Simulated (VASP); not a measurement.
Input of a VASP 6.6.1 run:

Contents of INCAR:

```
  PREC = Accurate
  ENCUT = 520
  EDIFF = 1E-6
  ISMEAR = -1
  SIGMA = 0.02
  LREAL = False
  LASPH = True
  NELM = 80
  ALGO = Normal
  ISIF = 2
  LWAVE = False
  LCHARG = False
  GGA = CA
  NBANDS = 14
```

The input KPOINTS:

```
regular mesh
0
Gamma
  8 8 8
```

Contents of POSCAR:

```
NaF
1.0
    0.0000000000      2.2514022718      2.2514022718
    2.2514022718      0.0000000000      2.2514022718
    2.2514022718      2.2514022718      0.0000000000
Na F
1 1
Direct
    0.0000000000      0.0000000000      0.0000000000
    0.5000000000      0.5000000000      0.5000000000
```

Potentials or basis: VASP PAW LDA potentials, release 64 (Na_pv, F).

Launch:

```bash
$ cat potpaw_LDA.64/Na_pv/POTCAR potpaw_LDA.64/F/POTCAR > POTCAR
$ mpirun -np 1 vasp_std > vasp.out
```

Task: Predict the pressure.

Result: 0.0 GPa.

Task: Predict the band gap on the k mesh.

Result: 6.44 eV.

A hybrid or GW would open this gap; LDA tends to underestimate it.
